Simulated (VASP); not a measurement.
# HfC in VASP: notebook, part 2 of 2

VASP 6.6.1. Earlier steps stand in the parts before.

## (3) Single point, PBEsol (13.20 Å³/atom)

This run uses another cell than the first one, of 13.20 Å³/atom.

The input, INCAR:

```
PREC     = Accurate       # precision mode
ENCUT    = 520            # plane-wave cutoff, eV
EDIFF    = 1E-6           # SCF threshold, eV
ISMEAR   = 0              # smearing method
SIGMA    = 0.05           # smearing width, eV
LREAL    = F              # projectors in reciprocal space
LASPH    = T              # aspherical terms in the spheres
NELM     = 80             # most SCF steps
ALGO     = Normal         # electronic algorithm
ISIF     = 2              # what is computed and relaxed
LWAVE    = F              # write WAVECAR
LCHARG   = F              # write CHGCAR
GGA      = PS             # functional
NBANDS   = 22             # bands
```

The input, KPOINTS:

```
Automatic mesh
0
Gamma
  10 10 6
```

The input, POSCAR:

```
HfC
1.0
    3.2567859121      0.0000000000      0.0000000000
   -1.6283929560      2.8204593346      0.0000000000
    0.0000000000      0.0000000000      5.7489764757
Hf C
2 2
Direct
    0.0000000000      0.0000000000      0.0000000000
    0.0000000000      0.0000000000      0.5000000000
    0.3333333333      0.6666666667      0.2500000000
    0.6666666667      0.3333333333      0.7500000000
```

Potentials or basis: VASP PAW PBE potentials, release 64 (Hf_pv, C).

The run is started by

```
cat potpaw_PBE.64/Hf_pv/POTCAR potpaw_PBE.64/C/POTCAR > POTCAR
mpirun -np 1 vasp_std > vasp.out
```

Wall time 19 s (1 thread of Intel Xeon 6975P-C (Granite Rapids), shared host); peak memory 0.2 GiB.

The run converged. Its results:

- Free energy: -42.1376 eV
- Pressure: -4.8 GPa
- Band gap on the k mesh: zero (bands 14 and 15 overlap by 1.59 eV)

Stress tensor (GPa, compression positive):
```
-4.69  0.00  0.00
 0.00 -4.69  0.00
 0.00  0.00 -4.96
```

Levels at points of the mesh, in eV from the Fermi level:
```
           k point  band 10  band 11  band 12  band 13  band 14  band 15  band 16  band 17  band 18  band 19
(0.00, 0.00, 0.00)    -2.24    -2.24    -1.18     0.84     1.44     1.44     2.08     2.08     2.22     2.22
(0.50, 0.00, 0.00)    -3.66    -2.50    -1.81    -1.09    -0.96     0.38     2.07     5.53     5.64     5.68
(0.00, 0.00, 0.50)    -3.09    -1.13    -1.13    -1.13    -1.13     2.90     2.90     3.17     3.17     3.17
(0.50, 0.00, 0.50)    -4.36    -1.84    -1.84    -1.32    -1.32     1.12     1.12     5.91     5.91     6.09
```

Caveat: the cell stands under tension; the PAW data sets were made with another functional, which shifts forces and pressure a little; spin-orbit coupling is left out, which moves the levels of the heavy elements.

## (4) Single point, PBEsol (13.46 Å³/atom)

This run uses another cell than the first one, of 13.46 Å³/atom.

The input, INCAR:

```
PREC = Accurate
ENCUT = 520
EDIFF = 1E-6
ISMEAR = 0
SIGMA = 0.05
LREAL = False
LASPH = True
NELM = 60
ALGO = Normal
ISIF = 2
LWAVE = False
LCHARG = False
GGA = PS
NBANDS = 22
```

The input, KPOINTS:

```
regular mesh
0
Gamma
  10 10 6
```

The input, POSCAR:

```
HfC
1.0
    3.2800951336      0.0000000000      0.0000000000
   -1.6400475668      2.8406457125      0.0000000000
    0.0000000000      0.0000000000      5.7786879197
Hf C
2 2
Direct
    0.0000000000      0.0000000000      0.0000000000
    0.0000000000      0.0000000000      0.5000000000
    0.3333333333      0.6666666667      0.2500000000
    0.6666666667      0.3333333333      0.7500000000
```

The run is started by

```
cat potpaw_PBE.64/Hf_pv/POTCAR potpaw_PBE.64/C/POTCAR > POTCAR
mpirun -np 1 vasp_std > vasp.out
```

It took 21 s on 1 thread of Intel Xeon 6975P-C (Granite Rapids), shared host; peak memory 0.2 GiB.

Results (log left out):

```
Free energy            : -42.0944 eV
Pressure               : -8.6 GPa
Band gap on the k mesh : zero (bands 14 and 15 overlap by 1.56 eV)
```

Stress tensor (GPa, compression positive):
```
-8.54  0.00  0.00
 0.00 -8.54  0.00
 0.00  0.00 -8.80
```

Levels at points of the mesh, in eV from the Fermi level:
| k point | band 10 | band 11 | band 12 | band 13 | band 14 | band 15 | band 16 | band 17 | band 18 | band 19 |
| --- | --- | --- | --- | --- | --- | --- | --- | --- | --- | --- |
| (0.00, 0.00, 0.00) | -2.20 | -2.20 | -1.13 | 0.83 | 1.42 | 1.42 | 2.05 | 2.05 | 2.20 | 2.20 |
| (0.50, 0.00, 0.00) | -3.58 | -2.45 | -1.80 | -1.05 | -0.98 | 0.36 | 2.08 | 5.43 | 5.50 | 5.54 |
| (0.00, 0.00, 0.50) | -3.05 | -1.10 | -1.10 | -1.10 | -1.10 | 2.85 | 2.85 | 3.11 | 3.11 | 3.11 |
| (0.50, 0.00, 0.50) | -4.30 | -1.82 | -1.82 | -1.30 | -1.30 | 1.12 | 1.12 | 5.79 | 5.79 | 5.95 |

Caveat: the cell stands under tension; the PAW data sets were made with another functional, which shifts forces and pressure a little; spin-orbit coupling is left out, which moves the levels of the heavy elements.

## (5) Single point, PBEsol

This run uses another cell than the first one, of 12.94 Å³/atom.

The input, INCAR:

```
ALGO = Normal
EDIFF = 1E-6
ENCUT = 520
GGA = PS
ISIF = 2
ISMEAR = 0
LASPH = True
LCHARG = True
LELF = True
LREAL = False
LVHAR = True
LWAVE = False
NBANDS = 22
NELM = 60
PREC = Accurate
SIGMA = 0.05
```

The input, KPOINTS:

```
k-points
0
Gamma
  10 10 6
```

The input, POSCAR:

```
HfC
1.0
    3.2332086791      0.0000000000      0.0000000000
   -1.6166043395      2.8000408518     -0.0140002043
    0.0000000000     -0.0285937630      5.7187526075
Hf C
2 2
Direct
    0.0000000000      0.0000000000      0.0000000000
    0.0000000000      0.0000000000      0.5000000000
    0.3333333333      0.6666666667      0.2500000000
    0.6666666667      0.3333333333      0.7500000000
```

The run is started by

```
cat potpaw_PBE.64/Hf_pv/POTCAR potpaw_PBE.64/C/POTCAR > POTCAR
mpirun -np 1 vasp_std > vasp.out
```

Run time: 54 s. Hardware: 1 thread of Intel Xeon 6975P-C (Granite Rapids), shared host; peak memory 0.3 GiB.

The run converged. Its results:

* Free energy: -42.1528 eV
* Pressure: -0.5 GPa
* Band gap on the k mesh: zero (bands 14 and 15 overlap by 1.62 eV)

Forces on the atoms (eV/Å):
```
Hf   0.000  0.000  0.000
Hf   0.000  0.000  0.000
C    0.000  0.003  0.000
C    0.000 -0.003  0.000
```

Stress tensor (GPa, compression positive):
```
-0.41  0.00  0.00
 0.00 -0.41  1.06
 0.00  1.06 -0.69
```

Levels at points of the mesh, in eV from the Fermi level:
| k point | band 12 | band 13 | band 14 | band 15 | band 16 | band 17 |
| --- | --- | --- | --- | --- | --- | --- |
| (0.00, 0.00, 0.00) | -1.23 | 0.84 | 1.46 | 1.46 | 2.11 | 2.11 |
| (0.50, 0.00, 0.00) | -1.82 | -1.13 | -0.93 | 0.41 | 2.07 | 5.60 |
| (0.00, 0.50, 0.00) | -1.82 | -1.13 | -0.93 | 0.41 | 2.07 | 5.62 |
| (0.00, 0.00, 0.50) | -1.16 | -1.15 | -1.15 | 2.94 | 2.94 | 3.18 |
| (0.50, 0.00, 0.50) | -1.85 | -1.36 | -1.34 | 1.11 | 1.16 | 6.03 |
| (0.00, 0.50, 0.50) | -1.83 | -1.37 | -1.33 | 1.08 | 1.18 | 6.03 |

Caveat: the PAW data sets were made with another functional, which shifts forces and pressure a little; spin-orbit coupling is left out, which moves the levels of the heavy elements.

## (6) Single point, PBEsol (atom 4 (C) moved 0.12 Å along x)

The input, INCAR:

```
PREC = Accurate ; ENCUT = 520
EDIFF = 1E-6 ; ISMEAR = 0
SIGMA = 0.05 ; LREAL = False
LASPH = True ; NELM = 100
ALGO = Normal ; ISIF = 2
LWAVE = False ; LCHARG = False
GGA = PS ; NBANDS = 22
```

The input, KPOINTS:

```
Automatic mesh
0
Gamma
  10 10 6
```

The input, POSCAR:

```
HfC
1.0
    3.2332086791      0.0000000000      0.0000000000
   -1.6166043395      2.8000408518      0.0000000000
    0.0000000000      0.0000000000      5.7187526075
Hf C
2 2
Direct
    0.0000000000      0.0000000000      0.0000000000
    0.0000000000      0.0000000000      0.5000000000
    0.3333333333      0.6666666667      0.2500000000
    0.7037814996      0.3333333333      0.7500000000
```

Potentials or basis: VASP PAW PBE potentials, release 64 (Hf_pv, C).

The run is started by

```
cat potpaw_PBE.64/Hf_pv/POTCAR potpaw_PBE.64/C/POTCAR > POTCAR
mpirun -np 1 vasp_std > vasp.out
```

Run time: 64 s. Hardware: 1 thread of Intel Xeon 6975P-C (Granite Rapids), shared host; peak memory 0.33 GiB.

The run converged. Its results:

```yaml
Free_energy: -42.1268 eV
Pressure: 0.0 GPa
Largest_force: 0.495 eV/Å
Band_gap_on_the_k_mesh: zero (bands 14 and 15 overlap by 1.41 eV)
```

Forces in eV/Å, atoms in the order of the input:
```
Hf   0.023 -0.021  0.147
Hf   0.023 -0.021 -0.147
C    0.445 -0.028  0.000
C   -0.490  0.070  0.000
```

Stress tensor (GPa, compression positive):
```
-0.44 -0.26  0.00
-0.26 -0.05  0.00
 0.00  0.00  0.39
```

Levels at points of the mesh, in eV from the Fermi level:
| k point | band 12 | band 13 | band 14 | band 15 | band 16 | band 17 |
| --- | --- | --- | --- | --- | --- | --- |
| (0.00, 0.00, 0.00) | -1.28 | 0.71 | 1.24 | 1.28 | 2.16 | 2.19 |
| (0.50, 0.00, 0.00) | -2.01 | -1.17 | -0.90 | 0.39 | 2.18 | 5.53 |
| (0.00, 0.50, 0.00) | -1.87 | -1.24 | -0.99 | 0.47 | 1.98 | 5.56 |
| (0.50, 0.50, 0.00) | -1.76 | -1.21 | -1.06 | 0.38 | 1.84 | 5.61 |
| (0.00, 0.00, 0.50) | -1.20 | -1.19 | -1.13 | 2.75 | 2.85 | 2.97 |
| (0.50, 0.00, 0.50) | -1.88 | -1.55 | -1.39 | 1.12 | 1.22 | 5.88 |
| (0.00, 0.50, 0.50) | -1.93 | -1.37 | -1.36 | 1.05 | 1.12 | 5.92 |
| (0.50, 0.50, 0.50) | -1.98 | -1.38 | -1.26 | 0.95 | 1.06 | 6.03 |

Caveat: the cell differs from its parent crystal (atom 4 (C) moved 0.12 Å along x); the PAW data sets were made with another functional, which shifts forces and pressure a little; spin-orbit coupling is left out, which moves the levels of the heavy elements.

## (7) Summary

```tsv
cell	gap on the mesh (eV)	pressure (GPa)
a = 3.185, b = 3.185, c = 5.657 Å, angles 90.0, 90.0, 120.0°, 4 atoms, atomic positions A	none	9.4
a = 3.257, b = 3.257, c = 5.749 Å, angles 90.0, 90.0, 120.0°, 4 atoms, atomic positions A	none	-4.8
a = 3.280, b = 3.280, c = 5.779 Å, angles 90.0, 90.0, 120.0°, 4 atoms, atomic positions A	none	-8.6
a = 3.233, b = 3.233, c = 5.719 Å, angles 90.5, 90.0, 120.0°, 4 atoms, atomic positions A	none	-0.5
a = 3.233, b = 3.233, c = 5.719 Å, angles 90.0, 90.0, 120.0°, 4 atoms, atomic positions B	none	0.0
```

Alike in all rows: task single point; level PBEsol; potentials or basis VASP PAW PBE potentials, release 64 (Hf_pv, C); no spin polarisation; k mesh 10 × 10 × 6; cutoff (eV) 520; smearing gaussian 0.05 eV.

Caveats: the PAW data sets were made with another functional, which shifts forces and pressure a little; spin-orbit coupling is left out, which moves the levels of the heavy elements; the cell stands under tension (at least some runs); the cell stands under pressure (at least some runs).

Absolute energies hang on the potentials; compare differences alone.
